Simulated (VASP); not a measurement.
# Se (R-3m) in VASP: further runs

Runs on Se. Level: LDA. Tasks: single point.

Program: VASP 6.6.1. These are calculated values, not measurements. Logs are shortened: lines on timing, memory, paths and dates and some standing lists are left out, and cuts for length are marked.

## (1) The cell of the first run

Symmetry: R-3m, No. 166, trigonal system. The conventional cell has a = 4.376 Å, b = 4.376 Å, c = 11.044 Å, α = 90.00°, β = 90.00°, γ = 120.00°. Se (site symmetry 3m) has 4 Se at 2.69 to 2.76 Å within 3.5 Å.

## (2) Single point, LDA

Contents of INCAR:

```
  PREC = Accurate
  ENCUT = 500
  EDIFF = 1E-6
  ISMEAR = 0
  SIGMA = 0.02
  LREAL = F
  LASPH = T
  NELM = 120
  ALGO = Normal
  ISIF = 2
  LWAVE = F
  LCHARG = F
  NBANDS = 13
  GGA_COMPAT = F
```

Contents of KPOINTS:

```
Automatic mesh
0
Gamma
  5 5 5
```

Contents of POSCAR:

```
Se
1.0
    0.0625113400      3.1568226700      3.1568226700
    3.1568226700      0.0625113400      3.1568226700
    3.1568226700      3.1568226700      0.0625113400
Se
2
Direct
    0.5000000000      0.5000000000      0.5000000000
    0.7500000000      0.7500000000      0.7500000000
```

Potentials or basis: VASP PAW LDA potentials, release 64 (Se).

Launch:

```bash
cat potpaw_LDA.64/Se/POTCAR > POTCAR
mpirun -np 1 vasp_std > vasp.out
```

OUTCAR:

```text
PREC = Accurate
   ENCUT = 500
   EDIFF = 1E-6
   ISMEAR = 0
   LREAL = F
   LASPH = T
   NELM = 120
   ISIF = 2

 ion  position               nearest neighbor table
   1  0.500  0.500  0.500-   2 2.69   2 2.69   2 2.69   2 2.76
   2  0.750  0.750  0.750-   1 2.69   1 2.69   1 2.69   1 2.76

  LATTYP: Found a trigonal (rhomboedric) cell.
 ALAT       =     4.4648590579
 COS(alpha) =     0.5197000882

  Lattice vectors:

 A1 = (   0.0625113400,   3.1568226700,   3.1568226700)
 A2 = (   3.1568226700,   0.0625113400,   3.1568226700)
 A3 = (   3.1568226700,   3.1568226700,   0.0625113400)

Analysis of symmetry for initial positions (statically):
=====================================================================
 Subroutine PRICEL returns:
 Original cell was already a primitive cell.

 Routine SETGRP: Setting up the symmetry group for a
 trigonal (rhombohedral) supercell.

 Subroutine GETGRP returns: Found 12 space group operations
 (whereof  6 operations were pure point group operations)
 out of a pool of 12 trial point group operations.

The static configuration has the point symmetry C_3v.
 The point group associated with its full space group is D_3d.

Analysis of symmetry for dynamics (positions and initial velocities):
=====================================================================
 Subroutine PRICEL returns:
 Original cell was already a primitive cell.

 Routine SETGRP: Setting up the symmetry group for a
 trigonal (rhombohedral) supercell.

 Subroutine GETGRP returns: Found 12 space group operations
 (whereof  6 operations were pure point group operations)
 out of a pool of 12 trial point group operations.

The dynamic configuration has the point symmetry C_3v.
 The point group associated with its full space group is D_3d.

 Subroutine INISYM returns: Found 12 space group operations
 (whereof  6 operations are pure point group operations),
 and found     1 'primitive' translations

----------------------------------------------------------------------------------------

                                     Primitive cell

  volume of cell :      61.0502

  direct lattice vectors                    reciprocal lattice vectors
     0.062511340  3.156822670  3.156822670    -0.163171028  0.160002659  0.160002659
     3.156822670  0.062511340  3.156822670     0.160002659 -0.163171028  0.160002659
     3.156822670  3.156822670  0.062511340     0.160002659  0.160002659 -0.163171028

  length of vectors
     4.464859058  4.464859058  4.464859058     0.278973988  0.278973988  0.278973988

  position of ions in fractional coordinates (direct lattice)
     0.500000000  0.500000000  0.500000000
     0.750000000  0.750000000  0.750000000

  ion indices of the primitive-cell ions
   primitive index   ion index
                 1           1
                 2           2

----------------------------------------------------------------------------------------

 KPOINTS: Automatic mesh

Automatic generation of k-mesh.
 Grid dimensions read from file:
 generate k-points for:    5    5    5

 Generating k-lattice:

  Cartesian coordinates                     Fractional coordinates (reciprocal lattice)
    -0.032634206  0.032000532  0.032000532     0.200000000  0.000000000  0.000000000
     0.032000532 -0.032634206  0.032000532     0.000000000  0.200000000  0.000000000
     0.032000532  0.032000532 -0.032634206     0.000000000  0.000000000  0.200000000

  Length of vectors
     0.055794798  0.055794798  0.055794798

  Shift w.r.t. Gamma in fractional coordinates (k-lattice)
     0.000000000  0.000000000  0.000000000

 Subroutine IBZKPT returns following result:
 ===========================================

 Found     19 irreducible k-points:

 Following reciprocal coordinates:
            Coordinates               Weight
  0.000000  0.000000  0.000000      1.000000
  0.200000  0.000000  0.000000      6.000000
  0.400000  0.000000  0.000000      6.000000
  0.200000  0.200000  0.000000      6.000000
  0.400000  0.200000  0.000000     12.000000
 -0.400000  0.200000 -0.000000     12.000000
[... 11 lines left out ...]
  0.400000  0.400000  0.400000      2.000000
 -0.400000  0.400000  0.400000      6.000000
   k-points           NKPTS =     19   k-points in BZ     NKDIM =     19   number of bands    NBANDS=     13
   number of dos      NEDOS =    301   number of ions     NIONS =      2
   total plane-waves  NPLWV =  46656
   dimension x,y,z NGX =    36 NGY =   36 NGZ =   36
   dimension x,y,z NGXF=    72 NGYF=   72 NGZF=   72
   ions per type =               2
   NGX,Y,Z   is equivalent  to a cutoff of  13.40, 13.40, 13.40 a.u.
   NGXF,Y,Z  is equivalent  to a cutoff of  26.81, 26.81, 26.81 a.u.
 SYSTEM =  unknown system
   PREC   = accura    normal or accurate (medium, high low for compatibility)
   ISTART =      0    job   : 0-new  1-cont  2-samecut
   ICHARG =      2    charge: 1-file 2-atom 10-const
   ISPIN  =      1    spin polarized calculation?
   LNONCOLLINEAR =      F non collinear calculations
   LSORBIT =      F    spin-orbit coupling
   LASPH  =      T    aspherical Exc in radial PAW
   ENCUT  =  500.0 eV  36.75 Ry    6.06 a.u.   8.14  8.14  8.14*2*pi/ulx,y,z
   NELM   =    120;   NELMIN=  2; NELMDL= -5     # of ELM steps
   EDIFF  = 0.1E-05   stopping-criterion for ELM
   LREAL  =      F    real-space projection
   EDIFFG = 0.1E-04   stopping-criterion for IOM
   NSW    =      0    number of steps for IOM
   IBRION =     -1    ionic relax: 0-MD 1-quasi-New 2-CG
   NFREE  =      0    steps in history (QN), initial steepest desc. (CG)
   ISIF   =      2    stress and relaxation
   ISYM   =      2    0-nonsym 1-usesym 2-fastsym
   POTIM  = 0.5000    time-step for ionic-motion
   TEBEG  =    0.0;   TEEND  =   0.0 temperature during run
   PSTRESS=    0.0 pullay stress
   NELECT =      12.0000    total number of electrons
   NUPDOWN=      -1.0000    fix difference up-down
   EMIN   =  10.00;   EMAX   =-10.00  energy-range for DOS
   EFERMI =   0.00;   METHOD = LEGACY
   ISMEAR =     0;   SIGMA  =   0.02  broadening in eV -4-tet -1-fermi 0-gaus
   EFERMI_NEDOS =   21; number of points for ismear=-14 and -15
   IALGO  =     38    algorithm
   IMIX   =      4    mixing-type and parameters
     AMIX     =   0.40;   BMIX     =  1.00
     AMIX_MAG =   1.60;   BMIX_MAG =  1.00
  volume/ion in A,a.u.               =      30.53       205.99
  Fermi-wavevector in a.u.,A,eV,Ry     =   0.951860  1.798754 12.327379  0.906037
  Thomas-Fermi vector in A             =   2.080369
   LORBIT       =      0    0 simple, 1 ext, 2 COOP (PROOUT), +10 PAW based schemes
   GGA     = CA    functional components
   LHFCALC =     F    Hartree Fock is set to
   AEXX    =    0.0000 exact exchange contribution
   IVDW    =     0    specifies the selected vdW correction
   LEPSILON=     F    determine dielectric tensor
   LRPA    =     F    only Hartree local field effects (RPA)
 non-spin polarized calculation
 Gauss-broadening in eV      SIGMA  =   0.02
  energy-cutoff  :      500.00
  volume of cell :       61.05
 maximum number of plane-waves:      1561
 NGX is ok and might be reduce to    36
   NGX = 17   NGY = 17   NGZ = 17

 number of electron      11.9999999 magnetization

 Free energy of the ion-electron system (eV)
  ---------------------------------------------------
  ext. energy  EPLUGINS =         0.00000000
  ---------------------------------------------------
  free energy    TOTEN  =        -7.18864483 eV

  energy without entropy =       -7.18796471  energy(sigma->0) =       -7.18830477

 E-fermi :   2.2637     XC(G=0):  -8.6683

 val. band max:        2.2413352022   @ k =  -0.4000   0.4000   0.4000
 cond. band min:       2.2676630964   @ k =  -0.2000   0.2000   0.0000
 fundamental gap:      0.0263278943
 Fermi energy:         2.2637446205

 k-point     1 :       0.0000    0.0000    0.0000
  band No.  band energies     occupation
      1     -13.2144      2.00000
      2      -7.8921      2.00000
      3      -1.2679      2.00000
      4      -1.2679      2.00000
      5      -1.1086      2.00000
      6       1.3156      2.00000
      7       1.5671      2.00000
      8       1.5671      2.00000
      9       6.3670      0.00000
     10       9.8949      0.00000
     11       9.8949      0.00000
     12      11.5804      0.00000
     13      11.7667      0.00000

 k-point     2 :       0.2000    0.0000    0.0000
  band No.  band energies     occupation
      1     -12.9418      2.00000
      2      -8.5359      2.00000
      3      -1.5893      2.00000
      4      -1.5223      2.00000
      5      -1.3880      2.00000
      6       1.8329      2.00000
      7       2.0501      2.00000
      8       2.0982      2.00000
      9       7.5156      0.00000
     10       9.1524      0.00000
     11       9.2925      0.00000
     12      10.9685      0.00000
     13      13.6666      0.00000

 k-point     3 :       0.4000    0.0000    0.0000
  band No.  band energies     occupation
      1     -12.3109      2.00000
      2      -9.6777      2.00000
      3      -1.9715      2.00000
      4      -1.9161      2.00000
      5      -1.8123      2.00000
      6       2.3957      0.00000
      7       2.6175      0.00000
      8       3.7130      0.00000
      9       8.4455      0.00000
     10       9.5905      0.00000
     11       9.8776      0.00000
     12       9.8803      0.00000
     13      12.6307      0.00000
[... 225 lines left out ...]
 k-point    18 :       0.4000    0.4000    0.4000
  band No.  band energies     occupation
      1     -12.4489      2.00000
      2      -9.4995      2.00000
      3      -1.8578      2.00000
      4      -1.8578      2.00000
      5      -1.7710      2.00000
      6       2.4915      0.00000
      7       2.4915      0.00000
      8       3.5083      0.00000
      9       8.5239      0.00000
     10       9.8009      0.00000
     11       9.8009      0.00000
     12       9.8557      0.00000
     13      12.7198      0.00000

 k-point    19 :      -0.4000    0.4000    0.4000
  band No.  band energies     occupation
      1     -12.0821      2.00000
      2     -10.0104      2.00000
      3      -3.0116      2.00000
      4      -2.1462      2.00000
      5      -0.3924      2.00000
      6       2.2413      1.88694
      7       3.0863      0.00000
      8       3.7152      0.00000
      9       7.9051      0.00000
     10       9.3917      0.00000
     11       9.5740      0.00000
     12      11.4248      0.00000
     13      13.4111      0.00000

------------------------ aborting loop because EDIFF is reached ----------------------------------------

  FORCE on cell =-STRESS in cart. coord.  units (eV):
  Direction    XX          YY          ZZ          XY          YZ          ZX
  --------------------------------------------------------------------------------------
  -------------------------------------------------------------------------------------
  Total       -0.6071406     -0.6071406     -0.6071406      0.2072507      0.2072507      0.2072507
  in kB      -15.9335603    -15.9335603    -15.9335603      5.4390068      5.4390068      5.4390068
  external PRESSURE =     -15.9335603 kB  Pullay stress =       0.0000000 kB

 VOLUME and BASIS-vectors are now :
 -----------------------------------------------------------------------------
  energy-cutoff  :      500.00
  volume of cell :       61.05
      direct lattice vectors                 reciprocal lattice vectors
     0.062511340  3.156822670  3.156822670    -0.163171028  0.160002659  0.160002659
     3.156822670  0.062511340  3.156822670     0.160002659 -0.163171028  0.160002659
     3.156822670  3.156822670  0.062511340     0.160002659  0.160002659 -0.163171028

 POSITION                                       TOTAL-FORCE (eV/Angst)
 -----------------------------------------------------------------------------------
      3.18808      3.18808      3.18808        -0.191371     -0.191371     -0.191371
      4.78212      4.78212      4.78212         0.191371      0.191371      0.191371
 -----------------------------------------------------------------------------------
    total drift:                                0.000000      0.000000      0.000000

  FREE ENERGIE OF THE ION-ELECTRON SYSTEM (eV)
  ---------------------------------------------------
  free  energy   TOTEN  =        -7.1886448259 eV

  energy  without entropy=       -7.1879647112  energy(sigma->0) =       -7.18830477
```

It took 5.3 s on 1 thread of Intel Xeon 6975P-C (Granite Rapids), shared host; peak memory 0.16 GiB.

Results:

```
Free energy            : -7.1886 eV
Pressure               : -1.6 GPa
Largest force          : 0.331 eV/Å
Band gap on the k mesh : zero (band 6 reaches 2.49 eV, above the bottom of band 7 at 1.57 eV)
```

Forces on the atoms (eV/Å):
```
Se  -0.191 -0.191 -0.191
Se   0.191  0.191  0.191
```

## (3) Single point, LDA

Contents of INCAR:

```
  ALGO = Normal
  EDIFF = 1E-6
  ENCUT = 500
  GGA_COMPAT = F
  ISIF = 2
  ISMEAR = 0
  LASPH = T
  LCHARG = F
  LREAL = F
  LWAVE = F
  NBANDS = 13
  NELM = 120
  PREC = Accurate
  SIGMA = 0.02
```

Contents of KPOINTS:

```
k-points
0
Gamma
  5 5 5
```

Contents of POSCAR:

```
Se
1.0
    0.0937670100      3.1724505050      3.1724505050
    3.1724505050      0.0937670100      3.1724505050
    3.1724505050      3.1724505050      0.0937670100
Se
2
Direct
    0.5000000000      0.5000000000      0.5000000000
    0.7500000000      0.7500000000      0.7500000000
```

Potentials or basis: VASP PAW LDA potentials, release 64 (Se).

Launch:

```bash
cat potpaw_LDA.64/Se/POTCAR > POTCAR
mpirun -np 1 vasp_std > vasp.out
```

Wall time 6.3 s (1 thread of Intel Xeon 6975P-C (Granite Rapids), shared host); peak memory 0.16 GiB.

It converged, with:

```
Free energy            : -7.1943 eV
Pressure               : -1.5 GPa
Largest force          : 0.344 eV/Å
Band gap on the k mesh : zero (band 6 reaches 2.49 eV, above the bottom of band 7 at 1.61 eV)
```

Forces on the atoms (eV/Å):
```
Se  -0.199 -0.199 -0.199
Se   0.199  0.199  0.199
```

Stress tensor (GPa, compression positive):
```
-1.52  0.40  0.40
 0.40 -1.52  0.40
 0.40  0.40 -1.52
```

Levels at points of the mesh, in eV from the Fermi level:
| k point | band 4 | band 5 | band 6 | band 7 | band 8 | band 9 |
| --- | --- | --- | --- | --- | --- | --- |
| (0.00, 0.00, 0.00) | -3.53 | -3.30 | -1.00 | -0.63 | -0.63 | 4.13 |
